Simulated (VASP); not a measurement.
A run of VASP 6.6.1 is set up as follows.

File INCAR:

```
PREC = Accurate
ENCUT = 520
EDIFF = 1E-6
ISMEAR = 0
SIGMA = 0.15
LREAL = F
LASPH = T
NELM = 60
ALGO = Fast
ISIF = 2
LWAVE = F
LCHARG = T
GGA = PE
LELF = T
LVHAR = T
NBANDS = 11
```

The input KPOINTS:

```
regular mesh
0
Gamma
  22 22 22
```

File POSCAR:

```
Pt
1.0
    0.0000000000      2.1173436059      1.8143517359
    2.1173436059      0.0000000000      1.8143517359
    2.1173436059      2.1173436059      0.0000000000
Pt
1
Direct
    0.0000000000      0.0000000000      0.0000000000
```

Potentials or basis: VASP PAW PBE potentials, release 64 (Pt).

Run with:

```bash
$ cat potpaw_PBE.64/Pt/POTCAR > POTCAR
$ mpirun -np 1 vasp_std > vasp.out
```

Question: Estimate the pressure.

Answer: -7.9 GPa.

Question: Predict the band gap on the k mesh.

Answer: Zero (bands 5 and 6 overlap by 2.37 eV).

Stress tensor (GPa, compression positive):
```
-9.71  0.00  0.00
 0.00 -9.71  0.00
 0.00  0.00 -4.19
```

Caveat: the cell stands under tension; spin-orbit coupling is left out, which moves the levels of the heavy elements.
